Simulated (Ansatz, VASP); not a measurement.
# Two plane-wave programs on La2Hf2O

```
CELL_PARAMETERS angstrom
1.74630 -3.02926 0.00490
-5.22573 -3.02152 -0.00309
-0.01346 0.01104 -11.40596
ATOMIC_POSITIONS crystal
La 0.49866 0.83297 0.86498
La 0.99870 0.33292 0.86496
La 0.00126 0.66703 0.13502
La 0.50127 0.16711 0.13503
Hf 0.49856 0.83314 0.39987
Hf 0.99871 0.33339 0.39989
Hf 0.00140 0.66677 0.60013
Hf 0.50153 0.16661 0.60009
O 0.99994 0.00004 0.00005
O 0.49996 0.50002 0.99997
```

Change from the starting cell: cell x2, atoms moved at random (sigma 0.05 Å) and cell strained at random (1.5 %), then relaxed without symmetry.

Alike in both runs: functional PBE; k mesh 6 × 4 × 2; occupations gaussian, width 0.2 eV; no spin polarisation.

Ansatz relaxed the structure, and its values are those at the end. VASP's run is a single point on that final structure, the one shown.

|  | VASP | Ansatz |
| --- | --- | --- |
| version | VASP 6.6.1 | Ansatz 0.2.0 |
| potentials or method | VASP PAW PBE potentials, release 64 (La, Hf_pv, O), cutoff 520 eV | scalar-relativistic, plane waves, PAW |
| valence electrons in the cell | 96 | 160 |

Ansatz gave:

```
gap on the k mesh at the Fermi level (eV) : none
pressure (GPa)                            : -0.1
rms of the force components (eV/Å)        : 0.002
```

Task: What did VASP give for the same quantities?

Result: gap on the k mesh at the Fermi level (eV): none; pressure (GPa): -0.3; rms of the force components (eV/Å): 0.015.

A gap of «none» marks a metal or a gap that the smearing closes. With one functional, cell and mesh, what is left measures potentials, basis and numerics. VASP's potentials hold 96 valence electrons a cell and Ansatz's 160, so a difference there can come from the potentials and not from the codes.

Spin-orbit coupling is off throughout.
